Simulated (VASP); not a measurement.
Input of a VASP 6.6.1 run:

File INCAR:

```
ALGO = Fast
EDIFF = 1E-7
ENCUT = 520
GGA = CA
ISIF = 2
ISMEAR = 0
LASPH = True
LCHARG = False
LREAL = False
LWAVE = False
NBANDS = 16
NELM = 60
PREC = Accurate
SIGMA = 0.15
```

Contents of KPOINTS:

```
k-points
0
Gamma
  16 16 16
```

File POSCAR:

```
AlRu
1.0
    2.9616840000      0.0000000000      0.0000000000
    0.0000000000      2.9916000000      0.0000000000
    0.0000000000      0.0000000000      2.9916000000
Al Ru
1 1
Direct
    0.0000000000      0.0000000000      0.0000000000
    0.5000000000      0.5000000000      0.5000000000
```

Potentials or basis: VASP PAW LDA potentials, release 64 (Al, Ru_pv).

The run is started by

```console
$ cat potpaw_LDA.64/Al/POTCAR potpaw_LDA.64/Ru_pv/POTCAR > POTCAR
$ mpirun -np 1 vasp_std > vasp.out
```

Problem. Estimate the pressure.

Solution. -5.5 GPa.

Problem. Predict the band gap on the k mesh.

Solution. Zero (an odd number of electrons rules out a gap without spin polarisation).

Stress tensor (GPa, compression positive):
```
-4.38  0.00  0.00
 0.00 -6.12  0.00
 0.00  0.00 -6.12
```

Caveat: the cell differs from its parent crystal (strain -0.0100 x Voigt [1, 0, 0, 0, 0, 0]); the cell stands under tension.
